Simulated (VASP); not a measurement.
Wanted: the native input for a VASP 6.6.1 run.

```yaml
Task: single point
Functional: PBE
Potentials_or_basis: VASP PAW PBE potentials, release 64 (In_d, H)
Cutoff: 520 eV
k_mesh: 20 × 20 × 20
Occupations: gaussian, width 0.1 eV
Spin: no spin polarisation
Dipole_correction: no
Further_INCAR_settings: ALGO = Normal; EDIFF = 1e-06; NBANDS = 14
```

The structure of InH lies in POSCAR:

```
InH
1.0
    0.0000000000      2.5142929299      2.5142929299
    2.5142929299      0.0000000000      2.5142929299
    2.5142929299      2.5142929299      0.0000000000
In H
1 1
Direct
    0.5000000000      0.5000000000      0.5000000000
    0.0000000000      0.0000000000      0.0000000000
```

One way to write it, as run:

INCAR

```
ALGO = Normal
EDIFF = 1E-6
ENCUT = 520
GGA = PE
ISIF = 2
ISMEAR = 0
LASPH = T
LCHARG = F
LREAL = F
LWAVE = F
NBANDS = 14
NELM = 100
PREC = Accurate
SIGMA = 0.1
```

KPOINTS

```
k-points
0
Gamma
  20 20 20
```

Potentials or basis: VASP PAW PBE potentials, release 64 (In_d, H).

Run with:

```sh
$ cat potpaw_PBE.64/In_d/POTCAR potpaw_PBE.64/H/POTCAR > POTCAR
$ mpirun -np 1 vasp_std > vasp.out
```

Results of the run:

```
Pressure               : -0.1 GPa
Band gap on the k mesh : zero (band 7 reaches 9.57 eV, above the bottom of band 8 at 4.55 eV)
```

Caveat: spin-orbit coupling is left out, which moves the levels of the heavy elements.

Wall time 2.9 min on 1 thread of Oxide Virtual Turin-like Processor, with other jobs on the host, peak memory 0.21 GiB.
